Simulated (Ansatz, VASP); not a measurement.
# Ag in VASP and in Ansatz

```
Ag
1.0
     2.51058    0.00000    0.00000
     0.00000    2.51058    0.00000
     0.00000    0.00000    2.51058
Ag
1
Direct
  0.00000 0.00000 0.00000
```

Change from the starting cell: volume scaled by 0.76, LAPW.

Alike in both runs: task single point; functional PBE; k mesh 16 × 16 × 16; occupations fermi-dirac, width 0.08 eV; no spin polarisation.

|  | VASP | Ansatz |
| --- | --- | --- |
| version | VASP 6.6.1 | Ansatz 0.2.0 |
| potentials or method | VASP PAW PBE potentials, release 64 (Ag), cutoff 520 eV | all-electron LAPW, scalar-relativistic |

|  | VASP | Ansatz | Ansatz less VASP |
| --- | --- | --- | --- |
| pressure (GPa) | 39.3 | 39.9 | +0.58 |

Both programs put the cell under a high pressure, so it lies far from rest at this level. Ansatz ran all-electron here, and VASP with PAW potentials.
